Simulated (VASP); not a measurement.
The system is Sr2HfO2.

```
Sr Hf O
1.0
     4.36866    0.00000    0.00000
     0.00000    4.36866    0.00000
     0.00000    0.00000    6.08759
Sr Hf O
2 1 2
Direct
  0.00000 0.00000 0.00000
  0.50000 0.50000 0.00000
  0.50000 0.50000 0.50000
  0.00000 0.00000 0.61135
  0.00000 0.00000 0.38865
```

| Item | Value |
| --- | --- |
| Program | VASP 6.6.1 |
| Task | relaxation of cell and atoms |
| Functional | PBE |
| Potentials or basis | VASP PAW PBE potentials, release 64 (Sr_sv, Hf_pv, O) |
| Cutoff | 600 eV |
| k mesh | 4 × 4 × 4 |
| Occupations | gaussian, width 0.1 eV |
| Spin | no spin polarisation |

At the start: pressure 4.4 GPa; volume 23.24 Å³/atom.

Problem. Where does the relaxation end?

Solution. Over 9 steps the energy falls by 49.0 meV/atom and the volume is 27.45 Å³/atom (+18.1 %); space group P4/mmm (No. 123, to 0.05 Å).

Step by step:
| step | energy change (eV) | largest force (eV/Å) | pressure (GPa) | volume (Å³) |
| --- | --- | --- | --- | --- |
| 1 | 0.0000 | 1.8426 | 4.35 | 116.18 |
| 2 | 0.0668 | 2.1788 | -0.83 | 127.12 |
| 3 | -0.1128 | 0.6275 | 1.68 | 120.36 |
| 4 | -0.1784 | 0.3096 | 0.57 | 126.07 |
| 5 | -0.2032 | 0.1203 | -0.63 | 134.56 |
| 6 | -0.2347 | 0.6098 | 0.13 | 136.27 |
| 7 | -0.2349 | 0.6567 | 0.20 | 136.41 |
| 8 | -0.2302 | 0.7156 | -0.03 | 138.30 |
| 9 | -0.2448 | 0.0161 | 0.05 | 137.25 |

Final structure:
```xyz
5
Lattice="4.7289 0.0000 0.0000 0.0000 4.7289 0.0000 0.0000 0.0000 6.1376" Properties=species:S:1:pos:R:3 pbc="T T T"
Sr    0.0000    0.0000    0.0000
Sr    2.3645    2.3645    0.0000
Hf    2.3645    2.3645    3.0688
O     0.0000    0.0000    3.7726
O     0.0000    0.0000    2.3650
```

Caveat: the volume moved by over 15 % at a fixed basis, so the end points are rough.
